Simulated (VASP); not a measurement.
The system is RbCl (rocksalt type).

```
Rb Cl
1.0
     0.00000    3.34896    3.34896
     3.34896    0.00000    3.34896
     3.34896    3.34896    0.00000
Rb Cl
1 1
Direct
  0.00000 0.00000 0.00000
  0.50000 0.50000 0.50000
```

Base run:

```yaml
Program: VASP 6.6.1
Functional: r2SCAN
Potentials_or_basis: VASP PAW PBE potentials, release 64 (Rb_sv, Cl)
Cutoff: 440 eV
k_mesh: 10 × 10 × 10
Occupations: fermi-dirac, width 0.05 eV
Spin: no spin polarisation
```

Its results: band gap on the k mesh 5.44 eV; pressure -0.6 GPa.

Q: The run is repeated on the same cell with these changes: functional from r2SCAN to LDA; potentials or basis from VASP PAW PBE potentials, release 64 (Rb_sv, Cl) to VASP PAW LDA potentials, release 64 (Rb_sv, Cl); cutoff from 440 eV to 400 eV. What comes out?

A: Band gap on the k mesh 4.40 eV; pressure -2.2 GPa.

Caveats: the PAW data sets were made with another functional, which shifts forces and pressure a little (at least some runs).

A k mesh can miss the band edges.
